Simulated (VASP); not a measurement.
# Al2BN3 (P3m1) in VASP: a series of runs

Al2BN3 is run at these levels: PBE; tasks: single point, relaxation of cell and atoms.

Everything below comes from runs of VASP 6.6.1. Logs are shortened: lines on timing, memory, paths and dates and some standing lists are left out, and cuts for length are marked.

### Step 1. The cell of the first run

It takes space group P3m1 (No. 156, trigonal). The conventional cell has a = 2.959 Å, b = 2.959 Å, c = 7.234 Å, α = 90.00°, β = 90.00°, γ = 120.00°. Al (site symmetry 3m) has 4 N at 1.85 to 1.87 Å within 2.4 Å. Al (site symmetry 3m) has 4 N at 1.85 to 1.89 Å within 2.5 Å. B (site symmetry 3m) has 4 N at 1.52 to 1.79 Å within 2.0 Å. N (site symmetry 3m) has 4 Al at 1.85 to 1.87 Å within 2.5 Å. N (site symmetry 3m) has 3 B at 1.79 Å and 1 Al at 1.89 Å within 2.4 Å. Within 2.0 Å of N (site symmetry 3m) lie 1 B at 1.52 Å and 3 Al at 1.85 Å.

### Step 2. Single point, PBE

INCAR

```
SYSTEM = Al2BN3
PREC     = Accurate       ! precision mode
ENCUT    = 520            ! plane-wave cutoff, eV
EDIFF    = 1E-6           ! SCF threshold, eV
ISMEAR   = 0              ! smearing method
SIGMA    = 0.1            ! smearing width, eV
LREAL    = .False.        ! projectors in reciprocal space
LASPH    = .True.         ! aspherical terms in the spheres
NELM     = 80             ! most SCF steps
ALGO     = Normal         ! electronic algorithm
ISIF     = 2              ! what is computed and relaxed
LWAVE    = .False.        ! write WAVECAR
LCHARG   = .True.         ! write CHGCAR
GGA      = PE             ! functional
LELF     = .True.         ! ELF
LVHAR    = .True.       
NBANDS   = 21             ! bands
```

KPOINTS

```
regular mesh
0
Gamma
  6 6 2
  0 0 0
```

POSCAR

```
Al2BN3
1.0
    2.9590951862      0.0000000027      0.0000000000
   -1.4795475954      2.5626516022      0.0000000000
    0.0000000000      0.0000000000      7.2336463702
Al B N
2 1 3
Direct
    0.0000000000      0.0000000000      0.0136999577
    0.3333333333      0.6666666667      0.6562398898
    0.6666666667      0.3333333333      0.3208230510
    0.0000000000      0.0000000000      0.7545453086
    0.3333333333      0.6666666667      0.3944210214
    0.6666666667      0.3333333333      0.1102707714
```

Potentials or basis: VASP PAW PBE potentials, release 64 (Al, B, N).

The run is started by

```bash
$ cat potpaw_PBE.64/Al/POTCAR potpaw_PBE.64/B/POTCAR potpaw_PBE.64/N/POTCAR > POTCAR
$ mpirun -np 1 vasp_std > vasp.out
```

OUTCAR:

```text
SYSTEM = Al2BN3
   PREC = Accurate
   ENCUT = 520
   EDIFF = 1E-6
   ISMEAR = 0
   LREAL = .False.
   LASPH = .True.
   NELM = 80
   ISIF = 2
   GGA = PE

 ion  position               nearest neighbor table
   1  0.000  0.000  0.014-   6 1.85   6 1.85   6 1.85   4 1.87   2 3.10   2 3.10   2 3.10
   2  0.333  0.667  0.656-   4 1.85   4 1.85   4 1.85   5 1.89   1 3.10   1 3.10   1 3.10
   3  0.667  0.333  0.321-   6 1.52   5 1.79   5 1.79   5 1.79
   4  0.000  0.000  0.755-   2 1.85   2 1.85   2 1.85   1 1.87
   5  0.333  0.667  0.394-   3 1.79   3 1.79   3 1.79   2 1.89
   6  0.667  0.333  0.110-   3 1.52   1 1.85   1 1.85   1 1.85

  LATTYP: Found a hexagonal cell.
 ALAT       =     2.9590951862
 C/A-ratio  =     2.4445466993

  Lattice vectors:

 A1 = (   2.9590951862,   0.0000000027,   0.0000000000)
 A2 = (  -1.4795475954,   2.5626516022,   0.0000000000)
 A3 = (   0.0000000000,   0.0000000000,   7.2336463702)

Analysis of symmetry for initial positions (statically):
=====================================================================
 Subroutine PRICEL returns:
 Original cell was already a primitive cell.

 Routine SETGRP: Setting up the symmetry group for a
 hexagonal supercell.

 Subroutine GETGRP returns: Found  6 space group operations
 (whereof  6 operations were pure point group operations)
 out of a pool of 24 trial point group operations.

The static configuration has the point symmetry C_3v.

Analysis of symmetry for dynamics (positions and initial velocities):
=====================================================================
 Subroutine PRICEL returns:
 Original cell was already a primitive cell.

 Routine SETGRP: Setting up the symmetry group for a
 hexagonal supercell.

 Subroutine GETGRP returns: Found  6 space group operations
 (whereof  6 operations were pure point group operations)
 out of a pool of 24 trial point group operations.

The dynamic configuration has the point symmetry C_3v.

 Subroutine INISYM returns: Found  6 space group operations
 (whereof  6 operations are pure point group operations),
 and found     1 'primitive' translations

----------------------------------------------------------------------------------------

                                     Primitive cell

  volume of cell :      54.8537

  direct lattice vectors                    reciprocal lattice vectors
     2.959095186  0.000000003  0.000000000     0.337941140  0.195110408  0.000000000
    -1.479547595  2.562651602  0.000000000    -0.000000000  0.390220816  0.000000000
     0.000000000  0.000000000  7.233646370     0.000000000  0.000000000  0.138242865

  length of vectors
     2.959095186  2.959095186  7.233646370     0.390220816  0.390220816  0.138242865

  position of ions in fractional coordinates (direct lattice)
     0.000000000  0.000000000  0.013699958
     0.333333333  0.666666667  0.656239890
     0.666666667  0.333333333  0.320823051
     0.000000000  0.000000000  0.754545309
     0.333333333  0.666666667  0.394421021
     0.666666667  0.333333333  0.110270771

  ion indices of the primitive-cell ions
   primitive index   ion index
                 1           1
                 2           2
                 3           3
                 4           4
                 5           5
                 6           6

----------------------------------------------------------------------------------------

 KPOINTS: regular mesh

Automatic generation of k-mesh.
 Grid dimensions read from file:
 generate k-points for:    6    6    2

 Generating k-lattice:

  Cartesian coordinates                     Fractional coordinates (reciprocal lattice)
     0.056323523  0.032518401  0.000000000     0.166666667 -0.000000000  0.000000000
    -0.000000000  0.065036803  0.000000000     0.000000000  0.166666667  0.000000000
     0.000000000  0.000000000  0.069121433     0.000000000  0.000000000  0.500000000

  Length of vectors
     0.065036803  0.065036803  0.069121433

  Shift w.r.t. Gamma in fractional coordinates (k-lattice)
     0.000000000  0.000000000  0.000000000

 Subroutine IBZKPT returns following result:
 ===========================================

 Found     14 irreducible k-points:

 Following reciprocal coordinates:
            Coordinates               Weight
  0.000000  0.000000  0.000000      1.000000
  0.166667 -0.000000  0.000000      6.000000
  0.333333 -0.000000  0.000000      6.000000
  0.500000  0.000000  0.000000      3.000000
  0.166667  0.166667  0.000000      6.000000
  0.333333  0.166667  0.000000     12.000000
  0.333333  0.333333  0.000000      2.000000
  0.000000  0.000000  0.500000      1.000000
  0.166667 -0.000000  0.500000      6.000000
  0.333333 -0.000000  0.500000      6.000000
  0.500000  0.000000  0.500000      3.000000
  0.166667  0.166667  0.500000      6.000000
  0.333333  0.166667  0.500000     12.000000
  0.333333  0.333333  0.500000      2.000000
   k-points           NKPTS =     14   k-points in BZ     NKDIM =     14   number of bands    NBANDS=     21
   number of dos      NEDOS =    301   number of ions     NIONS =      6
   total plane-waves  NPLWV =  31104
   dimension x,y,z NGX =    24 NGY =   24 NGZ =   54
   dimension x,y,z NGXF=    48 NGYF=   48 NGZF=  108
   ions per type =               2   1   3
   NGX,Y,Z   is equivalent  to a cutoff of  13.48, 13.48, 12.41 a.u.
   NGXF,Y,Z  is equivalent  to a cutoff of  26.97, 26.97, 24.82 a.u.
 SYSTEM =  Al2BN3
   PREC   = accura    normal or accurate (medium, high low for compatibility)
   ISTART =      0    job   : 0-new  1-cont  2-samecut
   ICHARG =      2    charge: 1-file 2-atom 10-const
   ISPIN  =      1    spin polarized calculation?
   LNONCOLLINEAR =      F non collinear calculations
   LSORBIT =      F    spin-orbit coupling
   LASPH  =      T    aspherical Exc in radial PAW
   ENCUT  =  520.0 eV  38.22 Ry    6.18 a.u.   5.50  5.50 13.45*2*pi/ulx,y,z
   NELM   =     80;   NELMIN=  2; NELMDL= -5     # of ELM steps
   EDIFF  = 0.1E-05   stopping-criterion for ELM
   LREAL  =      F    real-space projection
[... 7 lines left out ...]
   TEBEG  =    0.0;   TEEND  =   0.0 temperature during run
   PSTRESS=    0.0 pullay stress
   NELECT =      24.0000    total number of electrons
   NUPDOWN=      -1.0000    fix difference up-down
   EMIN   =  10.00;   EMAX   =-10.00  energy-range for DOS
   EFERMI =   0.00;   METHOD = LEGACY
   ISMEAR =     0;   SIGMA  =   0.10  broadening in eV -4-tet -1-fermi 0-gaus
   EFERMI_NEDOS =   21; number of points for ismear=-14 and -15
   IALGO  =     38    algorithm
   IMIX   =      4    mixing-type and parameters
     AMIX     =   0.40;   BMIX     =  1.00
     AMIX_MAG =   1.60;   BMIX_MAG =  1.00
  volume/ion in A,a.u.               =       9.14        61.70
  Fermi-wavevector in a.u.,A,eV,Ry     =   1.242825  2.348599 21.015750  1.544614
  Thomas-Fermi vector in A             =   2.377163
   LORBIT       =      0    0 simple, 1 ext, 2 COOP (PROOUT), +10 PAW based schemes
   GGA     = PE    functional components
   LHFCALC =     F    Hartree Fock is set to
   AEXX    =    0.0000 exact exchange contribution
   IVDW    =     0    specifies the selected vdW correction
   LEPSILON=     F    determine dielectric tensor
   LRPA    =     F    only Hartree local field effects (RPA)
 non-spin polarized calculation
 Gauss-broadening in eV      SIGMA  =   0.10
  energy-cutoff  :      520.00
  volume of cell :       54.85
 maximum number of plane-waves:      1515
 NGX is ok and might be reduce to    24
   NGX = 11   NGY = 11   NGZ = 27

 number of electron      24.0000005 magnetization

 Free energy of the ion-electron system (eV)
  ---------------------------------------------------
  ext. energy  EPLUGINS =         0.00000000
  ---------------------------------------------------
  free energy    TOTEN  =       -45.37813448 eV

  energy without entropy =      -45.37813448  energy(sigma->0) =      -45.37813448

 E-fermi :   6.7166     XC(G=0): -11.2759

 val. band max:        6.2622846556   @ k =   0.0000   0.0000   0.0000
 cond. band min:       9.3576969217   @ k =   0.5000   0.0000   0.0000
 fundamental gap:      3.0954122661
 Fermi energy:         6.7166032005

 k-point     1 :       0.0000    0.0000    0.0000
  band No.  band energies     occupation
      1     -10.2458      2.00000
      2      -8.5792      2.00000
      3      -7.9658      2.00000
      4      -0.0783      2.00000
      5       1.1455      2.00000
      6       4.8053      2.00000
[... 13 lines left out ...]
     20      18.6735      0.00000
     21      18.6735      0.00000

 k-point     2 :       0.1667   -0.0000    0.0000
  band No.  band energies     occupation
      1      -9.8511      2.00000
      2      -8.2490      2.00000
      3      -7.6615      2.00000
      4       0.1239      2.00000
      5       1.3250      2.00000
      6       3.3853      2.00000
[... 13 lines left out ...]
     20      17.5553      0.00000
     21      18.2091      0.00000

 k-point     3 :       0.3333   -0.0000    0.0000
  band No.  band energies     occupation
      1      -8.8164      2.00000
      2      -7.4827      2.00000
      3      -6.9915      2.00000
      4      -0.1533      2.00000
      5       0.8405      2.00000
      6       1.6234      2.00000
[... 13 lines left out ...]
     20      17.4140      0.00000
     21      18.4715      0.00000
[... 217 lines left out ...]
 k-point    13 :       0.3333    0.1667    0.5000
  band No.  band energies     occupation
      1      -8.0447      2.00000
      2      -7.1601      2.00000
      3      -6.5992      2.00000
      4      -0.4923      2.00000
      5       0.7141      2.00000
      6       1.2041      2.00000
[... 13 lines left out ...]
     20      18.0237      0.00000
     21      18.1756      0.00000

 k-point    14 :       0.3333    0.3333    0.5000
  band No.  band energies     occupation
      1      -7.6249      2.00000
      2      -6.7662      2.00000
      3      -6.5979      2.00000
      4      -0.2561      2.00000
      5       0.2813      2.00000
      6       0.8763      2.00000
[... 13 lines left out ...]
     20      18.3238      0.00000
     21      18.5265      0.00000

------------------------ aborting loop because EDIFF is reached ----------------------------------------

  FORCE on cell =-STRESS in cart. coord.  units (eV):
  Direction    XX          YY          ZZ          XY          YZ          ZX
  --------------------------------------------------------------------------------------
  -------------------------------------------------------------------------------------
  Total       -0.0599020     -0.0599020     -0.0946020     -0.0000000      0.0000000      0.0000000
  in kB       -1.7496294     -1.7496294     -2.7631547     -0.0000000      0.0000000      0.0000000
  external PRESSURE =      -2.0874712 kB  Pullay stress =       0.0000000 kB

 VOLUME and BASIS-vectors are now :
 -----------------------------------------------------------------------------
  energy-cutoff  :      520.00
  volume of cell :       54.85
      direct lattice vectors                 reciprocal lattice vectors
     2.959095186  0.000000003  0.000000000     0.337941140  0.195110408  0.000000000
    -1.479547595  2.562651602  0.000000000    -0.000000000  0.390220816  0.000000000
     0.000000000  0.000000000  7.233646370     0.000000000  0.000000000  0.138242865

 POSITION                                       TOTAL-FORCE (eV/Angst)
 -----------------------------------------------------------------------------------
      0.00000      0.00000      0.09910         0.000000      0.000000     -0.010427
     -0.00000      1.70843      4.74701        -0.000000     -0.000000      0.003600
      1.47955      0.85422      2.32072         0.000000     -0.000000      0.025626
      0.00000      0.00000      5.45811        -0.000000     -0.000000     -0.014109
     -0.00000      1.70843      2.85310         0.000000     -0.000000      0.015010
      1.47955      0.85422      0.79766        -0.000000      0.000000     -0.019700
 -----------------------------------------------------------------------------------
    total drift:                               -0.000000     -0.000000     -0.000129

  FREE ENERGIE OF THE ION-ELECTRON SYSTEM (eV)
  ---------------------------------------------------
  free  energy   TOTEN  =       -45.3781344764 eV

  energy  without entropy=      -45.3781344764  energy(sigma->0) =      -45.37813448
```

Wall time 41 s (1 thread of AMD EPYC 7R13, shared host); peak memory 0.14 GiB.

Results:

* Free energy: -45.3781 eV
* Pressure: -0.2 GPa
* Largest force: 0.026 eV/Å
* Band gap on the k mesh: 3.10 eV, indirect (least direct gap 4.07 eV)

Forces on the atoms (eV/Å):
```
Al   0.000  0.000 -0.010
Al   0.000  0.000  0.004
B    0.000  0.000  0.026
N    0.000  0.000 -0.014
N    0.000  0.000  0.015
N    0.000  0.000 -0.020
```

Stress tensor (GPa, compression positive):
```
-0.17  0.00  0.00
 0.00 -0.17  0.00
 0.00  0.00 -0.28
```

Caveat: the k points lie up to 0.43 Å⁻¹ apart. A k mesh can miss the band edges.

(Part 1 of 2 ends here.)
